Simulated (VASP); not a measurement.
# Cu (Fm-3m) in VASP: settings compared, part 2 of 2

VASP 6.6.1.

## (6) Relaxation of cell and atoms, PBEsol

This run uses another cell than the first one, of 12.28 Å³/atom, 1.085 times its volume.

File INCAR:

```
PREC = Accurate
ENCUT = 700
EDIFF = 1E-7
ISMEAR = -1
SIGMA = 0.05
LREAL = False
LASPH = True
NELM = 120
ALGO = Normal
ISIF = 3
LWAVE = False
LCHARG = False
GGA = PS
IBRION = 2
NSW = 100
EDIFFG = -0.005
GGA_COMPAT = False
NELMIN = 4
```

File KPOINTS:

```
regular mesh
0
Gamma
  16 16 16
```

File POSCAR:

```
Cu
1.0
    0.0000000000      1.8312856224      1.8312856224
    1.8312856224      0.0000000000      1.8312856224
    1.8312856224      1.8312856224      0.0000000000
Cu
1
Direct
    0.0000000000      0.0000000000      0.0000000000
```

Potentials or basis: VASP PAW PBE potentials, release 64 (Cu_sv_GW).

Command:

```sh
$ cat potpaw_PBE.64/Cu_sv_GW/POTCAR > POTCAR
$ mpirun -np 1 vasp_std > vasp.out
```

OUTCAR:

```text
PREC = Accurate
   ENCUT = 700
   EDIFF = 1E-7
   ISMEAR = -1
   LREAL = False
   LASPH = True
   NELM = 120
   ISIF = 3
   GGA = PS
   IBRION = 2
   NSW = 100
   EDIFFG = -0.005
   NELMIN = 4

 ion  position               nearest neighbor table
   1  0.000  0.000  0.000-

  LATTYP: Found a face centered cubic cell.
 ALAT       =     3.6625712448

  Lattice vectors:

 A1 = (   0.0000000000,   1.8312856224,   1.8312856224)
 A2 = (   1.8312856224,   0.0000000000,   1.8312856224)
 A3 = (   1.8312856224,   1.8312856224,   0.0000000000)

Analysis of symmetry for initial positions (statically):
=====================================================================
 Subroutine PRICEL returns:
 Original cell was already a primitive cell.

 Routine SETGRP: Setting up the symmetry group for a
 face centered cubic supercell.

 Subroutine GETGRP returns: Found 48 space group operations
 (whereof 48 operations were pure point group operations)
 out of a pool of 48 trial point group operations.

The static configuration has the point symmetry O_h .

Analysis of symmetry for dynamics (positions and initial velocities):
=====================================================================
 Subroutine PRICEL returns:
 Original cell was already a primitive cell.

 Routine SETGRP: Setting up the symmetry group for a
 face centered cubic supercell.

 Subroutine GETGRP returns: Found 48 space group operations
 (whereof 48 operations were pure point group operations)
 out of a pool of 48 trial point group operations.

The dynamic configuration has the point symmetry O_h .

 Subroutine INISYM returns: Found 48 space group operations
 (whereof 48 operations are pure point group operations),
 and found     1 'primitive' translations

----------------------------------------------------------------------------------------

                                     Primitive cell

[... 121 lines left out ...]
  energy-cutoff  :      700.00
  volume of cell :       12.28
 maximum number of plane-waves:       534
   NGX = 11   NGY = 11   NGZ = 11

--------------------------------------- Ionic step        1  -------------------------------------------

 number of electron      19.0000007 magnetization

 Free energy of the ion-electron system (eV)
  ---------------------------------------------------
  ext. energy  EPLUGINS =         0.00000000
  ---------------------------------------------------
  free energy    TOTEN  =        -4.35231626 eV

  energy without entropy =       -4.34969932  energy(sigma->0) =       -4.35100779

------------------------ aborting loop because EDIFF is reached ----------------------------------------

  FORCE on cell =-STRESS in cart. coord.  units (eV):
  Direction    XX          YY          ZZ          XY          YZ          ZX
  --------------------------------------------------------------------------------------
  -------------------------------------------------------------------------------------
  Total       -1.1851269     -1.1851269     -1.1851269     -0.0000000      0.0000000     -0.0000000
  in kB     -154.5885009   -154.5885009   -154.5885009     -0.0000000      0.0000000     -0.0000000
  external PRESSURE =    -154.5885009 kB  Pullay stress =       0.0000000 kB
[... 197 lines left out ...]
--------------------------------------- Ionic step        7  -------------------------------------------

 number of electron      18.9999991 magnetization

 Free energy of the ion-electron system (eV)
  ---------------------------------------------------
  ext. energy  EPLUGINS =         0.00000000
  ---------------------------------------------------
  free energy    TOTEN  =        -4.41594160 eV

  energy without entropy =       -4.41330949  energy(sigma->0) =       -4.41462555

 E-fermi :   8.1625     XC(G=0): -13.9525

 val. band max:        8.1443670981   @ k =   0.5000   0.1875   0.0625
 cond. band min:       8.2312048900   @ k =   0.5000   0.3125   0.1250
 fundamental gap:      0.0868377919
 Fermi energy:         8.1624523185

 k-point     1 :       0.0000    0.0000    0.0000
  band No.  band energies     occupation
      1    -104.2189      2.00000
      2     -61.6716      2.00000
      3     -61.6716      2.00000
      4     -61.6716      2.00000
      5      -1.7448      2.00000
      6       4.9880      2.00000
      7       4.9880      2.00000
      8       4.9880      2.00000
      9       5.9165      2.00000
     10       5.9165      2.00000
     11      31.2552      0.00000
     12      34.3260      0.00000
     13      34.3260      0.00000
[... 354 lines left out ...]
  band No.  band energies     occupation
      1    -104.2170      2.00000
      2     -61.6844      2.00000
      3     -61.6756      2.00000
      4     -61.6729      2.00000
      5      -1.3501      2.00000
      6       4.8908      2.00000
      7       5.0614      2.00000
      8       5.0759      2.00000
      9       5.8451      2.00000
     10       5.9309      2.00000
     11      29.4093      0.00000
     12      30.6862      0.00000
     13      33.2546      0.00000

 [... further k-points ...]
[... 5 lines left out ...]
  --------------------------------------------------------------------------------------
  -------------------------------------------------------------------------------------
  Total       -0.0032669     -0.0032669     -0.0032669      0.0000000      0.0000000      0.0000000
  in kB       -0.4713544     -0.4713544     -0.4713544      0.0000000      0.0000000      0.0000000
  external PRESSURE =      -0.4713544 kB  Pullay stress =       0.0000000 kB
[... 16 lines left out ...]
  FREE ENERGIE OF THE ION-ELECTRON SYSTEM (eV)
  ---------------------------------------------------
  free  energy   TOTEN  =        -4.4159416043 eV

  energy  without entropy=       -4.4133094883  energy(sigma->0) =       -4.41462555

 reached required accuracy - stopping structural energy minimisation
```

CONTCAR:

```text
Cu
   1.00000000000000
     0.0000000000000000    1.7707513084542283    1.7707513084542283
     1.7707513084542283    0.0000000000000000    1.7707513084542283
     1.7707513084542283    1.7707513084542283    0.0000000000000000
  Cu
     1
Direct
     0.0000000000000000    0.0000000000000000    0.0000000000000000

  0.00000000E+00  0.00000000E+00  0.00000000E+00
```

It took 62 s on 1 thread of Intel Xeon 6975P-C (Granite Rapids), shared host; peak memory 0.19 GiB.

Results:

```yaml
Free_energy: -4.4159 eV
Relaxed_volume: 11.10 Å³/atom
Relaxed_cell: a = 2.504 Å, b = 2.504 Å, c = 2.504 Å, α = 60.00°, β = 60.00°, γ = 60.00°
Space_group_after_relaxing_to_0.05_Å: Fm-3m (No. 225)
Energy_gained_by_relaxing: 63.6 meV/atom
Ionic_steps: 7
Pressure_after_relaxing: 0.0 GPa
```

The path:
```tsv
step	energy change (eV)	largest force (eV/Å)	pressure (GPa)	volume (Å³)
1	0.0000	0.0000	-15.46	12.28
2	-0.0219	0.0000	17.74	10.29
3	-0.0636	0.0000	-0.18	11.11
4	-0.0636	0.0000	0.20	11.09
5	-0.0636	0.0000	-0.08	11.11
6	-0.0636	0.0000	0.11	11.10
7	-0.0636	0.0000	-0.05	11.10
```

Final structure:
```
Cu
1.0
     0.00000    1.77075    1.77075
     1.77075    0.00000    1.77075
     1.77075    1.77075    0.00000
Cu
1
Cartesian
  0.0000 0.0000 0.0000
```

Levels at points of the mesh, in eV from the Fermi level:
```tsv
k point	band 8	band 9	band 10	band 11	band 12	band 13
(0.00, 0.00, 0.00)	-3.17	-2.25	-2.25	23.09	26.16	26.16
(0.50, 0.00, 0.00)	-1.61	-1.61	-1.26	4.08	21.55	22.96
(0.50, 0.50, 0.00)	-1.46	-1.46	1.37	7.55	13.49	13.49
```

Caveat: the PAW data sets were made with another functional, which shifts forces and pressure a little.

## (7) Overview

| task | level | potentials or basis | spin | cell | cutoff (eV) | second run | gap on the mesh (eV) | pressure (GPa) | relaxed volume (Å³/atom) |
| --- | --- | --- | --- | --- | --- | --- | --- | --- | --- |
| single point | PBEsol | VASP PAW PBE potentials, release 64 (Cu) | off | a = 2.520 Å, angles 60.0°, 1 atom | 520 | - | none | 0.7 | - |
| relaxation of cell and atoms | PBEsol | VASP PAW PBE potentials, release 64 (Cu) | off | relaxed from a = 2.590 Å, angles 60.0°, 1 atom | 600 | - | none | 0.0 | 11.37 |
| single point | revPBE | VASP PAW PBE potentials, release 64 (Cu) | collinear, ferromagnetic start | a = 2.589 Å, angles 60.0°, 1 atom | 520 | - | none | 0.6 | - |
| relaxation of cell and atoms | PBEsol | VASP PAW PBE potentials, release 64 (Cu_sv_GW) | off | relaxed from a = 2.590 Å, angles 60.0°, 1 atom | 700 | valence_matched | none | 0.0 | 11.10 |

Alike in all rows: k mesh 16 × 16 × 16; smearing fermi-dirac 0.05 eV.

Caveats: the PAW data sets were made with another functional, which shifts forces and pressure a little.

Absolute energies hang on the potentials; compare differences alone.
